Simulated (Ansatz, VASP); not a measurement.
AlNi: VASP beside Ansatz

```
Ni Al
1.0
     0.00000    2.12836    2.12836
     2.12836    0.00000    2.12836
     2.12836    2.12836    0.00000
Ni Al
1 1
Direct
  0.00000 0.00000 0.00000
  0.50000 0.50000 0.50000
```

Change from the starting cell: volume scaled by 0.72, PAW files.

Alike in both runs: task single point; functional LDA; k mesh 15 × 15 × 15; occupations fermi-dirac, width 0.1 eV; no spin polarisation.

|  | VASP | Ansatz |
| --- | --- | --- |
| version | VASP 6.6.1 | Ansatz 0.2.0 |
| potentials or method | VASP PAW LDA potentials, release 64 (Ni, Al) | PAW with Ansatz's default frozen-core files, scalar-relativistic |
| plane-wave cutoff (eV) | 520 | 420 |
| valence electrons in the cell | 13 | 21 |

|  | VASP | Ansatz | Ansatz less VASP |
| --- | --- | --- | --- |
| pressure (GPa) | 86.0 | 85.0 | -1.02 |

LDA's correlation is that of Perdew and Zunger in VASP and of Perdew and Wang (1992) in Ansatz. Both programs put the cell under a high pressure, so it lies far from rest at this level. VASP's potentials hold 13 valence electrons a cell and Ansatz's 21, so a difference there can come from the potentials and not from the codes.

Noted on VASP's run: the cell as given lies far from equilibrium.
